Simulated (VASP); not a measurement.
# Ru (P6_3/mmc) in VASP: a series of runs, part 2 of 2

VASP 6.6.1.

## Step 4: Single point, PBE

This run uses another cell than the first one, of 13.87 Å³/atom.

The input, INCAR:

```
SYSTEM = Ru
  PREC = Accurate
  ENCUT = 520
  EDIFF = 1E-7
  ISMEAR = 0
  SIGMA = 0.15
  LREAL = .FALSE.
  LASPH = .TRUE.
  NELM = 80
  ALGO = Fast
  ISIF = 2
  LWAVE = .FALSE.
  LCHARG = .TRUE.
  GGA = PE
  LELF = .TRUE.
  LVHAR = .TRUE.
  NBANDS = 21
```

The input, KPOINTS:

```
Automatic mesh
0
G
  18 18 10
  0 0 0
```

The input, POSCAR:

```
Ru
1.0
    2.9102000000      0.0000000000      0.0000000000
   -1.4551000000      2.5203071301      0.0000000000
    0.0000000000      0.0000000000      3.7811000000
Ru
2
Direct
    0.3333333333      0.6666666667      0.2500000000
    0.6666666667      0.3333333333      0.7500000000
```

Potentials or basis: VASP PAW PBE potentials, release 64 (Ru_pv).

Command:

```console
> cat potpaw_PBE.64/Ru_pv/POTCAR > POTCAR
> mpirun -np 1 vasp_std > vasp.out
```

OUTCAR:

```text
SYSTEM = Ru
   PREC = Accurate
   ENCUT = 520
   EDIFF = 1E-7
   ISMEAR = 0
   LREAL = .FALSE.
   LASPH = .TRUE.
   NELM = 80
   ISIF = 2
   GGA = PE

 ion  position               nearest neighbor table
   1  0.333  0.667  0.250-   2 2.53   2 2.53   2 2.53   2 2.53   2 2.53   2 2.53
   2  0.667  0.333  0.750-   1 2.53   1 2.53   1 2.53   1 2.53   1 2.53   1 2.53

  LATTYP: Found a hexagonal cell.
 ALAT       =     2.9102000000
 C/A-ratio  =     1.2992577830

  Lattice vectors:

 A1 = (   2.9102000000,   0.0000000000,   0.0000000000)
 A2 = (  -1.4551000000,   2.5203071301,   0.0000000000)
[... 193 lines left out ...]
      5     -30.0225      2.00000
      6     -29.8753      2.00000
[... 565 lines left out ...]
     20      23.0630      0.00000
     21      24.5988      0.00000

 [... further k-points ...]
[... 5 lines left out ...]
  --------------------------------------------------------------------------------------
  -------------------------------------------------------------------------------------
  Total       -1.4398379     -1.4398379      8.8551294     -0.0000000      0.0000000      0.0000000
  in kB      -83.1820708    -83.1820708    511.5770174     -0.0000000      0.0000000      0.0000000
  external PRESSURE =     115.0709586 kB  Pullay stress =       0.0000000 kB

 VOLUME and BASIS-vectors are now :
 -----------------------------------------------------------------------------
  energy-cutoff  :      520.00
  volume of cell :       27.73
      direct lattice vectors                 reciprocal lattice vectors
     2.910200000  0.000000000  0.000000000     0.343618995  0.198388519  0.000000000
    -1.455100000  2.520307130  0.000000000     0.000000000  0.396777039  0.000000000
     0.000000000  0.000000000  3.781100000     0.000000000  0.000000000  0.264473301

 POSITION                                       TOTAL-FORCE (eV/Angst)
 -----------------------------------------------------------------------------------
     -0.00000      1.68020      0.94527         0.000000     -0.000000      0.000000
      1.45510      0.84010      2.83582        -0.000000      0.000000      0.000000
 -----------------------------------------------------------------------------------
    total drift:                                0.000000     -0.000000      0.000000

  FREE ENERGIE OF THE ION-ELECTRON SYSTEM (eV)
  ---------------------------------------------------
  free  energy   TOTEN  =       -17.6850213866 eV

  energy  without entropy=      -17.6676425005  energy(sigma->0) =      -17.67633194
```

OSZICAR:

```text
N       E                     dE             d eps       ncg     rms          rms(c)
DAV:   1     0.288308481825E+03    0.28831E+03   -0.17641E+04  9356   0.148E+03
DAV:   2    -0.130491434502E+02   -0.30136E+03   -0.29238E+03  9599   0.442E+02
DAV:   3    -0.187970563420E+02   -0.57479E+01   -0.57148E+01 10679   0.687E+01
DAV:   4    -0.188422525475E+02   -0.45196E-01   -0.45144E-01 12342   0.572E+00
DAV:   5    -0.188427162233E+02   -0.46368E-03   -0.46032E-03 10443   0.516E-01    0.178E+01
RMM:   6    -0.177594289196E+02    0.10833E+01   -0.23432E+00  9501   0.128E+01    0.547E+00
RMM:   7    -0.176913772656E+02    0.68052E-01   -0.30833E-01 10105   0.418E+00    0.140E+00
RMM:   8    -0.176852143673E+02    0.61629E-02   -0.31297E-02 10387   0.161E+00    0.159E-01
RMM:   9    -0.176849667327E+02    0.24763E-03   -0.33493E-03 10660   0.528E-01    0.463E-02
RMM:  10    -0.176850188386E+02   -0.52106E-04   -0.52292E-04 11001   0.215E-01    0.142E-02
RMM:  11    -0.176850183291E+02    0.50952E-06   -0.11811E-04 11306   0.980E-02    0.759E-03
RMM:  12    -0.176850216591E+02   -0.33300E-05   -0.29653E-05 11517   0.511E-02    0.473E-03
RMM:  13    -0.176850216664E+02   -0.72519E-08   -0.79237E-06 12178   0.233E-02    0.239E-03
RMM:  14    -0.176850212009E+02    0.46546E-06   -0.11215E-06 10883   0.988E-03    0.153E-03
RMM:  15    -0.176850214147E+02   -0.21381E-06   -0.17889E-07  7503   0.430E-03    0.858E-04
RMM:  16    -0.176850213866E+02    0.28168E-07   -0.50467E-08  6534   0.217E-03
   1 F= -.17685021E+02 E0= -.17676332E+02  d E =-.173789E-01
```

Run time: 75 s. Hardware: 1 thread of Intel Xeon Platinum 8488C (Sapphire Rapids), shared host; peak memory 0.22 GiB.

Results:

| Property | Result |
| --- | --- |
| Free energy | -17.6850 eV |
| Pressure | 11.5 GPa |
| Band gap on the k mesh | zero (bands 14 and 15 overlap by 2.41 eV) |

Levels at points of the mesh, in eV from the Fermi level:
```
           k point  band 10  band 11  band 12  band 13  band 14  band 15  band 16  band 17  band 18  band 19
(0.00, 0.00, 0.00)    -2.89    -2.81    -2.81    -1.75    -1.75    -0.73     1.10     1.10     3.76    10.47
(0.50, 0.00, 0.00)    -4.22    -2.48    -1.02    -0.45     0.10     1.10     2.54     3.11     4.98    10.47
(0.00, 0.00, 0.50)    -3.71    -3.71    -3.71    -1.59    -1.59     0.94     0.94     0.94     0.94    10.47
(0.50, 0.00, 0.50)    -3.75    -1.89    -1.89     0.13     0.13     0.84     0.84     2.85     2.85    10.09
```

Caveat: the cell stands under pressure.

## Step 5: Single point, PBE

This run uses another cell than the first one, of 13.87 Å³/atom.

The input, INCAR:

```
ALGO = Normal
EDIFF = 1E-6
ENCUT = 520
GGA = PE
ISIF = 2
ISMEAR = 0
LASPH = T
LCHARG = F
LREAL = F
LWAVE = F
NBANDS = 21
NELM = 80
PREC = Accurate
SIGMA = 0.15
```

The input, KPOINTS:

```
k-points
0
Gamma
  18 18 10
```

The input, POSCAR:

```
Ru
1.0
    2.8467000000      0.0000000000      0.0000000000
   -1.4233500000      2.4653145169      0.0000000000
    0.0000000000      0.0000000000      3.9529000000
Ru
2
Direct
    0.3333333333      0.6666666667      0.2500000000
    0.6666666667      0.3333333333      0.7500000000
```

Command:

```console
> cat potpaw_PBE.64/Ru_pv/POTCAR > POTCAR
> mpirun -np 1 vasp_std > vasp.out
```

Wall time 52 s (1 thread of Intel Xeon Platinum 8488C (Sapphire Rapids), shared host); peak memory 0.22 GiB.

The run converged. Its results:

| Property | Result |
| --- | --- |
| Free energy | -18.0992 eV |
| Pressure | 4.7 GPa |
| Band gap on the k mesh | zero (bands 14 and 15 overlap by 2.60 eV) |

Stress tensor (GPa, compression positive):
```
-11.03   0.00   0.00
  0.00 -11.03   0.00
  0.00   0.00  36.29
```

Levels at points of the mesh, in eV from the Fermi level:
```
           k point  band 11  band 12  band 13  band 14  band 15  band 16  band 17  band 18
(0.00, 0.00, 0.00)    -2.34    -2.34    -1.77    -1.77    -1.23     1.11     1.11     2.85
(0.50, 0.00, 0.00)    -2.24    -1.33    -0.79     0.53     1.29     2.33     3.46     5.36
(0.00, 0.00, 0.50)    -3.31    -3.31    -1.97    -1.97     0.73     0.73     0.73     0.73
(0.50, 0.00, 0.50)    -1.58    -1.58     0.26     0.26     1.06     1.06     3.05     3.05
```

Caveat: the cell stands under pressure.

## Step 6: Overview

| cell | gap on the mesh (eV) | pressure (GPa) |
| --- | --- | --- |
| a = 2.656, b = 2.656, c = 4.468 Å, angles 90.0, 90.0, 120.0°, 2 atoms | none | 3.2 |
| a = 2.783, b = 2.783, c = 4.125 Å, angles 90.0, 90.0, 120.0°, 2 atoms | none | 0.6 |
| a = 2.910, b = 2.910, c = 3.781 Å, angles 90.0, 90.0, 120.0°, 2 atoms | none | 11.5 |
| a = 2.847, b = 2.847, c = 3.953 Å, angles 90.0, 90.0, 120.0°, 2 atoms | none | 4.7 |

Alike in all rows: task single point; level PBE; potentials or basis VASP PAW PBE potentials, release 64 (Ru_pv); no spin polarisation; k mesh 18 × 18 × 10; cutoff (eV) 520; smearing gaussian 0.15 eV.

Caveats: the cell stands under pressure (at least some runs).

Absolute energies hang on the potentials; compare differences alone.
